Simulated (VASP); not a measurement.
# TiO2 (I4_1/amd) in VASP: a series of runs

Runs on TiO2. Level: PBE+U. Tasks: single point.

All numbers are computed with VASP 6.6.1; they aren't measurements. Logs are shortened: lines on timing, memory, paths and dates and some standing lists are left out, and cuts for length are marked.

## 1. The cell of the first run

It takes space group I4_1/amd (No. 141, tetragonal). The conventional cell has a = 3.818 Å, b = 3.818 Å, c = 9.517 Å, α = 90.00°, β = 90.00°, γ = 90.00°. Within 2.6 Å of Ti (site symmetry -4m2) lie 6 O at 1.95 to 1.96 Å. O (site symmetry 2mm) has 3 Ti at 1.95 to 1.96 Å and 2 O at 2.44 Å within 2.6 Å.

## 2. Single point, PBE+U

Input file INCAR:

```
SYSTEM = TiO2
PREC     = Accurate       ! precision mode
ENCUT    = 600            ! plane-wave cutoff, eV
EDIFF    = 1E-6           ! SCF threshold, eV
ISMEAR   = 0              ! smearing method
SIGMA    = 0.05           ! smearing width, eV
LREAL    = .False.        ! projectors in reciprocal space
LASPH    = .True.         ! aspherical terms in the spheres
NELM     = 200            ! most SCF steps
ALGO     = Normal         ! electronic algorithm
ISIF     = 2              ! what is computed and relaxed
LWAVE    = .False.        ! write WAVECAR
LCHARG   = .False.        ! write CHGCAR
LMAXMIX  = 4              ! l up to which the mixer works
LDAU     = .True.         ! DFT+U
LDAUTYPE = 2            
LDAUL    = 2 -1           ! shell
LDAUU    = 4 0            ! U, eV
LDAUJ    = 0 0          
LDAUPRINT= 1            
GGA      = PE             ! functional
NBANDS   = 33             ! bands
GGA_COMPAT= .False.
```

Input file KPOINTS:

```
regular mesh
0
Gamma
  8 8 8
  0 0 0
```

Input file POSCAR:

```
TiO2
1.0
   -1.9088507715      1.9088507715      4.7584500000
    1.9088507715     -1.9088507715      4.7584500000
    1.9088507715      1.9088507715     -4.7584500000
Ti O
2 4
Direct
    0.0000000000      0.0000000000      0.0000000000
    0.7500000000      0.2500000000      0.5000000000
    0.2052682436      0.2052682436      0.0000000000
    0.9552682436      0.4552682436      0.5000000000
    0.5447317564      0.0447317564      0.5000000000
    0.7947317564      0.7947317564      0.0000000000
```

Potentials or basis: VASP PAW PBE potentials, release 64 (Ti_sv, O).

The run is started by

```console
$ cat potpaw_PBE.64/Ti_sv/POTCAR potpaw_PBE.64/O/POTCAR > POTCAR
$ mpirun -np 1 vasp_std > vasp.out
```

OUTCAR:

```text
SYSTEM = TiO2
   PREC = Accurate
   ENCUT = 600
   EDIFF = 1E-6
   ISMEAR = 0
   LREAL = .False.
   LASPH = .True.
   NELM = 200
   ISIF = 2
   GGA = PE

 ion  position               nearest neighbor table
   1  0.000  0.000  0.000-   3 1.95   6 1.95   4 1.96   5 1.96   5 1.96   4 1.96
   2  0.750  0.250  0.500-   4 1.95   5 1.95   6 1.96   3 1.96   6 1.96   3 1.96
   3  0.205  0.205  0.000-   1 1.95   2 1.96   2 1.96
   4  0.955  0.455  0.500-   2 1.95   1 1.96   1 1.96
   5  0.545  0.045  0.500-   2 1.95   1 1.96   1 1.96
   6  0.795  0.795  0.000-   1 1.95   2 1.96   2 1.96

  LATTYP: Found a body centered tetragonal cell.
 ALAT       =     3.8177015430
 C/A-ratio  =     2.4928349932

  Lattice vectors:

 A1 = (  -1.9088507715,   1.9088507715,   4.7584500000)
 A2 = (   1.9088507715,  -1.9088507715,   4.7584500000)
 A3 = (   1.9088507715,   1.9088507715,  -4.7584500000)

Analysis of symmetry for initial positions (statically):
=====================================================================
 Subroutine PRICEL returns:
 Original cell was already a primitive cell.

 Routine SETGRP: Setting up the symmetry group for a
 body centered tetragonal supercell.

 Subroutine GETGRP returns: Found 16 space group operations
 (whereof  8 operations were pure point group operations)
 out of a pool of 16 trial point group operations.

The static configuration has the point symmetry D_2d.
 The point group associated with its full space group is D_4h.

Analysis of symmetry for dynamics (positions and initial velocities):
=====================================================================
 Subroutine PRICEL returns:
 Original cell was already a primitive cell.

 Routine SETGRP: Setting up the symmetry group for a
 body centered tetragonal supercell.

 Subroutine GETGRP returns: Found 16 space group operations
 (whereof  8 operations were pure point group operations)
 out of a pool of 16 trial point group operations.

The dynamic configuration has the point symmetry D_2d.
 The point group associated with its full space group is D_4h.

 Subroutine INISYM returns: Found 16 space group operations
 (whereof  8 operations are pure point group operations),
 and found     1 'primitive' translations

----------------------------------------------------------------------------------------

                                     Primitive cell

  volume of cell :      69.3537

  direct lattice vectors                    reciprocal lattice vectors
    -1.908850772  1.908850772  4.758450000     0.000000000  0.261937710  0.105076233
     1.908850772 -1.908850772  4.758450000     0.261937710  0.000000000  0.105076233
     1.908850772  1.908850772 -4.758450000     0.261937710  0.261937710  0.000000000

  length of vectors
     5.470856326  5.470856326  5.470856326     0.282227530  0.282227530  0.370435862

  position of ions in fractional coordinates (direct lattice)
     0.000000000  0.000000000  0.000000000
     0.750000000  0.250000000  0.500000000
     0.205268244  0.205268244  0.000000000
     0.955268244  0.455268244  0.500000000
     0.544731756  0.044731756  0.500000000
     0.794731756  0.794731756  0.000000000

  ion indices of the primitive-cell ions
   primitive index   ion index
                 1           1
                 2           2
                 3           3
                 4           4
                 5           5
                 6           6

[... 108 lines left out ...]
  energy-cutoff  :      600.00
  volume of cell :       69.35
 maximum number of plane-waves:      2339
 NGX is ok and might be reduce to    48

atom =   1  type =  1  l = 2

 onsite density matrix

spin component  1

  0.0997 -0.0000  0.0000 -0.0000  0.0000
 -0.0000  0.1030  0.0000  0.0000 -0.0000
  0.0000  0.0000  0.2624 -0.0000 -0.0000
 -0.0000  0.0000 -0.0000  0.1030 -0.0000
  0.0000 -0.0000 -0.0000 -0.0000  0.2431

spin component  2

  0.0997 -0.0000  0.0000 -0.0000  0.0000
 -0.0000  0.1030  0.0000  0.0000 -0.0000
  0.0000  0.0000  0.2624 -0.0000 -0.0000
 -0.0000  0.0000 -0.0000  0.1030 -0.0000
  0.0000 -0.0000 -0.0000 -0.0000  0.2431

 occupancies and eigenvectors

  o =  0.0997  v =  1.0000  0.0000  0.0000  0.0000  0.0000  0.0000  0.0000  0.0000  0.0000  0.0000      0.0000  0.0000  0.0000  0.0000  0.0000  0.0000  0.0000  0.0000  0.0000  0.0000
  o =  0.0997  v =  0.0000  0.0000  0.0000  0.0000  0.0000  1.0000  0.0000  0.0000  0.0000  0.0000      0.0000  0.0000  0.0000  0.0000  0.0000  0.0000  0.0000  0.0000  0.0000  0.0000
  o =  0.1030  v =  0.0000 -0.7412 -0.0000 -0.6713  0.0000  0.0000  0.0000  0.0000  0.0000  0.0000      0.0000  0.0000  0.0000  0.0000  0.0000  0.0000  0.0000  0.0000  0.0000  0.0000
  o =  0.1030  v =  0.0000  0.0000  0.0000  0.0000  0.0000  0.0000 -0.7412 -0.0000 -0.6713  0.0000      0.0000  0.0000  0.0000  0.0000  0.0000  0.0000  0.0000  0.0000  0.0000  0.0000
  o =  0.1030  v =  0.0000  0.6713  0.0000 -0.7412 -0.0000  0.0000  0.0000  0.0000  0.0000  0.0000      0.0000  0.0000  0.0000  0.0000  0.0000  0.0000  0.0000  0.0000  0.0000  0.0000
  o =  0.1030  v =  0.0000  0.0000  0.0000  0.0000  0.0000  0.0000  0.6713  0.0000 -0.7412 -0.0000      0.0000  0.0000  0.0000  0.0000  0.0000  0.0000  0.0000  0.0000  0.0000  0.0000
  o =  0.2431  v =  0.0000 -0.0000  0.0000 -0.0000 -1.0000  0.0000  0.0000  0.0000  0.0000  0.0000      0.0000  0.0000  0.0000  0.0000  0.0000  0.0000  0.0000  0.0000  0.0000  0.0000
  o =  0.2431  v =  0.0000  0.0000  0.0000  0.0000  0.0000  0.0000 -0.0000  0.0000 -0.0000 -1.0000      0.0000  0.0000  0.0000  0.0000  0.0000  0.0000  0.0000  0.0000  0.0000  0.0000
  o =  0.2624  v =  0.0000  0.0000  0.0000  0.0000  0.0000  0.0000 -0.0000  1.0000  0.0000  0.0000      0.0000  0.0000  0.0000  0.0000  0.0000  0.0000  0.0000  0.0000  0.0000  0.0000
  o =  0.2624  v =  0.0000 -0.0000  1.0000  0.0000  0.0000  0.0000  0.0000  0.0000  0.0000  0.0000      0.0000  0.0000  0.0000  0.0000  0.0000  0.0000  0.0000  0.0000  0.0000  0.0000

atom =   2  type =  1  l = 2

 onsite density matrix

spin component  1

  0.0997 -0.0000  0.0000 -0.0000  0.0000
 -0.0000  0.1030  0.0000  0.0000 -0.0000
  0.0000  0.0000  0.2624  0.0000 -0.0000
 -0.0000  0.0000  0.0000  0.1030 -0.0000
  0.0000 -0.0000 -0.0000 -0.0000  0.2431

spin component  2

  0.0997 -0.0000  0.0000 -0.0000  0.0000
 -0.0000  0.1030  0.0000  0.0000 -0.0000
  0.0000  0.0000  0.2624  0.0000 -0.0000
 -0.0000  0.0000  0.0000  0.1030 -0.0000
  0.0000 -0.0000 -0.0000 -0.0000  0.2431

 occupancies and eigenvectors

  o =  0.0997  v =  1.0000  0.0000  0.0000  0.0000  0.0000  0.0000  0.0000  0.0000  0.0000  0.0000      0.0000  0.0000  0.0000  0.0000  0.0000  0.0000  0.0000  0.0000  0.0000  0.0000
  o =  0.0997  v =  0.0000  0.0000  0.0000  0.0000  0.0000  1.0000  0.0000  0.0000  0.0000  0.0000      0.0000  0.0000  0.0000  0.0000  0.0000  0.0000  0.0000  0.0000  0.0000  0.0000
  o =  0.1030  v =  0.0000  0.3584  0.0000 -0.9336 -0.0000  0.0000  0.0000  0.0000  0.0000  0.0000      0.0000  0.0000  0.0000  0.0000  0.0000  0.0000  0.0000  0.0000  0.0000  0.0000
  o =  0.1030  v =  0.0000  0.0000  0.0000  0.0000  0.0000  0.0000  0.3584  0.0000 -0.9336 -0.0000      0.0000  0.0000  0.0000  0.0000  0.0000  0.0000  0.0000  0.0000  0.0000  0.0000
  o =  0.1030  v =  0.0000  0.9336  0.0000  0.3584  0.0000  0.0000  0.0000  0.0000  0.0000  0.0000      0.0000  0.0000  0.0000  0.0000  0.0000  0.0000  0.0000  0.0000  0.0000  0.0000
  o =  0.1030  v =  0.0000  0.0000  0.0000  0.0000  0.0000  0.0000  0.9336  0.0000  0.3584  0.0000      0.0000  0.0000  0.0000  0.0000  0.0000  0.0000  0.0000  0.0000  0.0000  0.0000
  o =  0.2431  v =  0.0000  0.0000  0.0000  0.0000  0.0000  0.0000  0.0000  0.0000 -0.0000  1.0000      0.0000  0.0000  0.0000  0.0000  0.0000  0.0000  0.0000  0.0000  0.0000  0.0000
  o =  0.2431  v =  0.0000  0.0000  0.0000 -0.0000  1.0000  0.0000  0.0000  0.0000  0.0000  0.0000      0.0000  0.0000  0.0000  0.0000  0.0000  0.0000  0.0000  0.0000  0.0000  0.0000
  o =  0.2624  v =  0.0000  0.0000  1.0000  0.0000 -0.0000  0.0000  0.0000  0.0000  0.0000  0.0000      0.0000  0.0000  0.0000  0.0000  0.0000  0.0000  0.0000  0.0000  0.0000  0.0000
  o =  0.2624  v =  0.0000  0.0000  0.0000  0.0000  0.0000  0.0000  0.0000  1.0000  0.0000 -0.0000      0.0000  0.0000  0.0000  0.0000  0.0000  0.0000  0.0000  0.0000  0.0000  0.0000

 number of electron      48.0000002 magnetization

 Free energy of the ion-electron system (eV)
  ---------------------------------------------------
  ext. energy  EPLUGINS =         0.00000000
  ---------------------------------------------------
  free energy    TOTEN  =       -48.39539554 eV

  energy without entropy =      -48.39539554  energy(sigma->0) =      -48.39539554

 E-fermi :   3.6303     XC(G=0): -10.6448

 val. band max:        3.3767886296   @ k =  -0.3750   0.3750   0.0000
 cond. band min:       6.1421775757   @ k =   0.0000   0.0000   0.0000
 fundamental gap:      2.7653889461
 Fermi energy:         3.6302617449

 k-point     1 :       0.0000    0.0000    0.0000
  band No.  band energies     occupation
      1     -53.9421      2.00000
      2     -53.8863      2.00000
      3     -30.3421      2.00000
      4     -30.1154      2.00000
      5     -30.1154      2.00000
      6     -30.0478      2.00000
[... 853 lines left out ...]
     32      10.1222      0.00000
     33      10.5195      0.00000

 [... further k-points ...]

------------------------ aborting loop because EDIFF is reached ----------------------------------------

  FORCE on cell =-STRESS in cart. coord.  units (eV):
  Direction    XX          YY          ZZ          XY          YZ          ZX
  --------------------------------------------------------------------------------------
  -------------------------------------------------------------------------------------
  Total        3.5036478      3.5036478      6.7885777      0.0000000      0.0000000      0.0000000
  in kB       80.9396958     80.9396958    156.8266683      0.0000000      0.0000000      0.0000000
  external PRESSURE =     106.2353533 kB  Pullay stress =       0.0000000 kB

 VOLUME and BASIS-vectors are now :
 -----------------------------------------------------------------------------
  energy-cutoff  :      600.00
  volume of cell :       69.35
      direct lattice vectors                 reciprocal lattice vectors
    -1.908850772  1.908850772  4.758450000     0.000000000  0.261937710  0.105076233
     1.908850772 -1.908850772  4.758450000     0.261937710  0.000000000  0.105076233
     1.908850772  1.908850772 -4.758450000     0.261937710  0.261937710  0.000000000

 POSITION                                       TOTAL-FORCE (eV/Angst)
 -----------------------------------------------------------------------------------
      0.00000      0.00000      0.00000        -0.000000     -0.000000     -0.000000
      0.00000      1.90885      2.37922        -0.000000     -0.000000     -0.000000
      0.00000      0.00000      1.95352        -0.000000     -0.000000      0.721636
      0.00000      1.90885      4.33274         0.000000      0.000000      0.721636
     -0.00000      1.90885      0.42571         0.000000      0.000000     -0.721636
      0.00000      0.00000      7.56338         0.000000      0.000000     -0.721636
 -----------------------------------------------------------------------------------
    total drift:                                0.000000      0.000000     -0.000000

  FREE ENERGIE OF THE ION-ELECTRON SYSTEM (eV)
  ---------------------------------------------------
  free  energy   TOTEN  =       -48.3953955361 eV

  energy  without entropy=      -48.3953955361  energy(sigma->0) =      -48.39539554
```

It took 9.4 min on 1 thread of Oxide Virtual Turin-like, shared host; peak memory 0.36 GiB.

What came out:

```
Free energy            : -48.3954 eV
Pressure               : 10.6 GPa
Largest force          : 0.722 eV/Å
Band gap on the k mesh : 2.77 eV (least direct gap 3.02 eV)
```

Forces on the atoms (eV/Å):
```
Ti   0.000  0.000  0.000
Ti   0.000  0.000  0.000
O    0.000  0.000  0.722
O    0.000  0.000  0.722
O    0.000  0.000 -0.722
O    0.000  0.000 -0.722
```

Eigenvalues of the final occupation matrices:
```csv
site,spin,trace,eigenvalues
site 1 d,1,0.81,0.10 0.10 0.10 0.24 0.26
site 1 d,2,0.81,0.10 0.10 0.10 0.24 0.26
site 2 d,1,0.81,0.10 0.10 0.10 0.24 0.26
site 2 d,2,0.81,0.10 0.10 0.10 0.24 0.26
```

Caveat: the stress differs along the axes, from 8 to 16 GPa. A k mesh can miss the band edges.

## 3. Single point, PBE+U

This run uses another cell than the first one, of the same volume but with other edges.

Input file INCAR:

```
SYSTEM = TiO2
ALGO = Normal
EDIFF = 1E-6
ENCUT = 600
GGA = PE
GGA_COMPAT = .FALSE.
ISIF = 2
ISMEAR = 0
LASPH = .TRUE.
LCHARG = .FALSE.
LDAU = .TRUE.
LDAUJ = 0 0
LDAUL = 2 -1
LDAUPRINT = 1
LDAUTYPE = 2
LDAUU = 4 0
LMAXMIX = 4
LREAL = .FALSE.
LWAVE = .FALSE.
NBANDS = 33
NELM = 200
PREC = Accurate
SIGMA = 0.05
```

Input file KPOINTS:

```
k-points
0
G
  8 8 8
  0 0 0
```

POSCAR: that of step 2 with these lines changed.

```diff
@@ -2,5 +2,5 @@
 1.0
-   -1.9088507715      1.9088507715      4.7584500000
-    1.9088507715     -1.9088507715      4.7584500000
-    1.9088507715      1.9088507715     -4.7584500000
+   -1.8134000000      1.8134000000      5.2799000000
+    1.8134000000     -1.8134000000      5.2799000000
+    1.8134000000      1.8134000000     -5.2799000000
 Ti O
```

Potentials or basis: VASP PAW PBE potentials, release 64 (Ti_sv, O).

The run is started by

```console
$ cat potpaw_PBE.64/Ti_sv/POTCAR potpaw_PBE.64/O/POTCAR > POTCAR
$ mpirun -np 1 vasp_std > vasp.out
```

Run time: 11 min. Hardware: 1 thread of Oxide Virtual Turin-like, shared host; peak memory 0.36 GiB.

Results (log left out):

| Quantity | Value |
| --- | --- |
| Free energy | -47.8321 eV |
| Pressure | 14.0 GPa |
| Largest force | 1.099 eV/Å |
| Band gap on the k mesh | 2.89 eV (least direct gap 3.25 eV) |

Forces in eV/Å, atoms in the order of the input:
```
Ti   0.000  0.000  0.000
Ti   0.000  0.000  0.000
O    0.000  0.000 -1.099
O    0.000  0.000 -1.099
O    0.000  0.000  1.099
O    0.000  0.000  1.099
```

Stress tensor (GPa, compression positive):
```
23.66  0.00  0.00
 0.00 23.66  0.00
 0.00  0.00 -5.38
```

Levels at points of the mesh, in eV from the valence-band top:
| k point | band 21 | band 22 | band 23 | band 24 | band 25 | band 26 | band 27 | band 28 |
| --- | --- | --- | --- | --- | --- | --- | --- | --- |
| (0.00, 0.00, 0.00) | -1.27 | -1.13 | -0.51 | -0.51 | 2.89 | 3.33 | 4.62 | 4.85 |
| (0.50, 0.00, 0.00) | -1.77 | -1.27 | -0.93 | -0.89 | 3.88 | 3.98 | 4.13 | 4.35 |
| (0.50, 0.50, 0.00) | -2.16 | -2.16 | -0.07 | -0.07 | 3.54 | 3.54 | 4.10 | 4.10 |
| (0.50, 0.50, 0.50) | -1.48 | -1.48 | -0.32 | -0.32 | 3.10 | 3.10 | 4.66 | 4.66 |

Eigenvalues of the final occupation matrices:
```
    site  spin  trace               eigenvalues
site 1 d     1   0.84  0.12 0.12 0.13 0.19 0.29
site 1 d     2   0.84  0.12 0.12 0.13 0.19 0.29
site 2 d     1   0.84  0.12 0.12 0.13 0.19 0.29
site 2 d     2   0.84  0.12 0.12 0.13 0.19 0.29
```

Caveat: the stress differs along the axes, from -5 to 24 GPa; forces of over 1 eV/Å act on the atoms, so gaps and moduli don't describe the material at rest.
